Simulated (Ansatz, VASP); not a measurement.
## Y: VASP beside Ansatz

File INCAR:

```
SYSTEM = Y
PREC     = Accurate       ! precision mode
ENCUT    = 520            ! plane-wave cutoff, eV
EDIFF    = 1E-6           ! SCF threshold, eV
ISMEAR   = 0              ! smearing method
SIGMA    = 0.15           ! smearing width, eV
LREAL    = .False.        ! projectors in reciprocal space
LASPH    = .True.         ! aspherical terms in the spheres
NELM     = 60             ! most SCF steps
ALGO     = Fast           ! electronic algorithm
ISIF     = 2              ! what is computed and relaxed
LWAVE    = .False.        ! write WAVECAR
LCHARG   = .False.        ! write CHGCAR
GGA      = PS             ! functional
NBANDS   = 18             ! bands
```

KPOINTS

```
regular mesh
0
Gamma
  18 18 8
  0 0 0
```

File POSCAR:

```
Y
1.0
    3.4689242752      0.0000000000      0.0000000000
   -1.7344621376      3.0041765462      0.0000000000
    0.0000000000      0.0000000000      5.4600300000
Y
2
Direct
    0.3333333333      0.6666666667      0.2500000000
    0.6666666667      0.3333333333      0.7500000000
```

Input for Ansatz:

```yaml
crystal:
  lattice:
    - [3.4689242752, 0.0, 0.0]
    - [-1.7344621376, 3.0041765462, 0.0]
    - [0.0, 0.0, 5.46003]
  atoms:
    - { symbol: "Y", position: [0.3333333333, 0.6666666667, 0.25] }
    - { symbol: "Y", position: [0.6666666667, 0.3333333333, 0.75] }
basis:
  ecutwfc: 420
kpoints:
  mp_grid: { grid: [18, 18, 8] }
hamiltonian:
  xc: pbesol
scf:
  occupations: { method: gaussian, width: 0.15 }
output:
  forces: true
  stress: true
  eigenvalues: true
```

Change from the starting cell: strain -0.050 along x and y, -0.050 along z, atoms carried along.

Alike in both runs: task single point; functional PBEsol; k mesh 18 × 18 × 8; occupations gaussian, width 0.15 eV; no spin polarisation.

|  | VASP | Ansatz |
| --- | --- | --- |
| version | VASP 6.6.1 | Ansatz 0.2.0 |
| potentials or method | VASP PAW PBE potentials, release 64 (Y_sv), cutoff 520 eV | scalar-relativistic, plane waves, PAW |
| valence electrons in the cell | 22 | 22 |

|  | VASP | Ansatz | Ansatz less VASP |
| --- | --- | --- | --- |
| gap on the k mesh at the Fermi level (eV) | none | none | - |
| pressure (GPa) | 4.4 | 4.6 | +0.18 |
| traceless stress, the component that is largest in VASP (GPa) | -0.29 | -0.30 | -0.011 |

VASP's potentials were made for PBE, not for PBEsol. A gap of «none» marks a metal or a gap that the smearing closes. The functional is the same, so the differences come from potentials, cutoffs and numerics.
